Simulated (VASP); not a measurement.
Set up this calculation in VASP 6.6.1, as the native input.

```
Task                   : single point
Functional             : PBEsol
Potentials or basis    : VASP PAW PBE potentials, release 64 (Al, Ga_d, N)
Cutoff                 : 520 eV
k mesh                 : 6 × 8 × 4
Occupations            : gaussian, width 0.05 eV
Spin                   : no spin polarisation
Dipole correction      : no
Further INCAR settings : ALGO = Normal; EDIFF = 1e-07; NBANDS = 31
```

The structure of Al3GaN4 lies in POSCAR:

```
Al3GaN4
1.0
    5.2451442902      0.0000000000      0.0001149907
    0.0000000000      3.2552768533      0.0000000000
   -0.0033657072      0.0000000000      5.4179919474
Al Ga N
3 1 4
Direct
    0.5002300423      0.5000000000      0.1673295664
    0.0009207036      0.5000000000      0.8348055932
    0.0010880650      0.0000000000      0.3316926342
    0.4994217138      0.0000000000      0.6662009016
    0.1111724737      0.0000000000      0.6663292503
    0.1224543238      0.5000000000      0.1671578647
    0.6251234799      0.5000000000      0.8401923551
    0.6231881979      0.0000000000      0.3262928345
```

This cell differs from its parent crystal: strain +0.040 along x and y, +0.000 along z.

These files were run (other wordings do the same):

INCAR

```
SYSTEM = Al3GaN4
  ALGO = Normal
  EDIFF = 1E-7
  ENCUT = 520
  GGA = PS
  ISIF = 2
  ISMEAR = 0
  LASPH = .True.
  LCHARG = .False.
  LREAL = .False.
  LWAVE = .False.
  NBANDS = 31
  NELM = 60
  PREC = Accurate
  SIGMA = 0.05
```

KPOINTS

```
k-points
0
Gamma
  6 8 4
  0 0 0
```

Potentials or basis: VASP PAW PBE potentials, release 64 (Al, Ga_d, N).

Command:

```console
$ cat potpaw_PBE.64/Al/POTCAR potpaw_PBE.64/Ga_d/POTCAR potpaw_PBE.64/N/POTCAR > POTCAR
$ mpirun -np 1 vasp_std > vasp.out
```

Results of the run:

```yaml
Pressure: -13.1 GPa
Largest_force: 0.369 eV/Å
Band_gap_on_the_k_mesh: 2.82 eV, direct
```

Caveat: the cell differs from its parent crystal (strain +0.040 along x and y, +0.000 along z); the PAW data sets were made with another functional, which shifts forces and pressure a little.

Run time: 5.4 min on 1 thread of AMD EPYC 7R13 (shared host), peak memory 0.28 GiB.
